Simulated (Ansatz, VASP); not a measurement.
# Sn: VASP beside Ansatz

INCAR

```
PREC = Accurate
ENCUT = 520
EDIFF = 1E-6
ISMEAR = 0
SIGMA = 0.15
LREAL = F
LASPH = T
NELM = 80
ALGO = Fast
ISIF = 2
LWAVE = F
LCHARG = T
GGA = PS
LELF = T
LVHAR = T
NBANDS = 21
```

Contents of KPOINTS:

```
Automatic mesh
0
Gamma
  12 12 12
```

The input POSCAR:

```
Sn
1.0
    0.0000000000      3.2131440000      3.2456000000
    3.2456000000      0.0000000000      3.2456000000
    3.2456000000      3.2131440000      0.0000000000
Sn
2
Direct
    0.5000000000      0.5000000000      0.5000000000
    0.7500000000      0.7500000000      0.7500000000
```

Input for Ansatz:

```yaml
crystal:
  lattice:
    - [0.0, 3.213144, 3.2456]
    - [3.2456, 0.0, 3.2456]
    - [3.2456, 3.213144, 0.0]
  atoms:
    - { symbol: Sn, position: [0.5, 0.5, 0.5] }
    - { symbol: Sn, position: [0.75, 0.75, 0.75] }
basis:
  ecutwfc: 420
kpoints:
  mp_grid: { grid: [12, 12, 12] }
hamiltonian:
  xc: pbesol
scf:
  occupations: { method: gaussian, width: 0.15 }
output:
  forces: true
  stress: true
  eigenvalues: true
  write_density: true
  write_potential: true
  elf: true
  volumetric_format: npy
```

Change from the starting cell: strain -0.0100 x Voigt [0, 1, 0, 0, 0, 0], atoms carried along.

Alike in both runs: task single point; functional PBEsol; k mesh 12 × 12 × 12; occupations gaussian, width 0.15 eV; no spin polarisation.

|  | VASP | Ansatz |
| --- | --- | --- |
| version | VASP 6.6.1 | Ansatz 0.2.0 |
| potentials or method | VASP PAW PBE potentials, release 64 (Sn_d), cutoff 520 eV | scalar-relativistic, plane waves, PAW |
| valence electrons in the cell | 28 | 28 |

|  | VASP | Ansatz | Ansatz less VASP |
| --- | --- | --- | --- |
| gap on the k mesh at the Fermi level (eV) | none | none | - |
| pressure (GPa) | 1.4 | 1.5 | +0.09 |
| traceless stress, the component that is largest in VASP (GPa) | 0.20 | 0.20 | -0.001 |

VASP's potentials were made for PBE, not for PBEsol. A gap of «none» marks a metal or a gap that the smearing closes. The functional is the same, so the differences come from potentials, cutoffs and numerics.
